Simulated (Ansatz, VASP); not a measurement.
One calculation of BO, two programs

INCAR

```
SYSTEM = BO
PREC = Accurate ; ENCUT = 600
EDIFF = 1E-6 ; ISMEAR = 0
SIGMA = 0.1 ; LREAL = .False.
LASPH = .True. ; NELM = 100
ALGO = Normal ; ISIF = 3
LWAVE = .False. ; LCHARG = .False.
GGA = PE ; IBRION = 2
NSW = 100 ; EDIFFG = -0.01
```

KPOINTS

```
regular mesh
0
Gamma
  24 24 6
  0 0 0
```

Contents of POSCAR:

```
BO
1.0
    2.5273005886      0.0000000000      0.0000000000
   -1.2636502943      2.1887065127      0.0000000000
    0.0000000000      0.0000000000      7.2895878262
B O
2 2
Direct
    0.3333333333      0.6666666667      0.2500000000
    0.6666666667      0.3333333333      0.7500000000
    0.3333333333      0.6666666667      0.7500000000
    0.6666666667      0.3333333333      0.2500000000
```

Input for Ansatz:

```yaml
crystal:
  lattice:
    - [2.5273005886, 0.0, 0.0]
    - [-1.2636502943, 2.1887065127, 0.0]
    - [0.0, 0.0, 7.2895878262]
  atoms:
    - { symbol: B, position: [0.3333333333, 0.6666666667, 0.25] }
    - { symbol: B, position: [0.6666666667, 0.3333333333, 0.75] }
    - { symbol: O, position: [0.3333333333, 0.6666666667, 0.75] }
    - { symbol: O, position: [0.6666666667, 0.3333333333, 0.25] }
basis:
  ecutwfc: 420
kpoints:
  mp_grid: { grid: [24, 24, 6] }
hamiltonian:
  xc: pbe
scf:
  occupations: { method: gaussian, width: 0.1 }
output:
  forces: true
  stress: true
  eigenvalues: true
relax:
  adjacent_minimum: "off"
  f_tol: 0.01
  max_steps: 80
  cell: { stress_tol: 0.05 }
```

Alike in both runs: task relaxation of cell and atoms; functional PBE; k mesh 24 × 24 × 6; occupations gaussian, width 0.1 eV; no spin polarisation.

```csv
,VASP,Ansatz
version,VASP 6.6.1,Ansatz 0.2.0
potentials or method,"VASP PAW PBE potentials, release 64 (B, O), cutoff 600 eV","scalar-relativistic, plane waves, PAW"
valence electrons in the cell,18,18
```

VASP gave:

| Item | Value |
| --- | --- |
| gap on the k mesh at the Fermi level, each at its own relaxed structure (eV) | none |
| relaxed volume (Å³/atom) | 9.96 |
| relaxed cell length with the largest relative difference (Å) | 7.200 |

What did Ansatz give for the same quantities?

gap on the k mesh at the Fermi level, each at its own relaxed structure (eV): none; relaxed volume (Å³/atom): 10.08; relaxed cell length with the largest relative difference (Å): 7.290.

A gap of «none» marks a metal or a gap that the smearing closes.
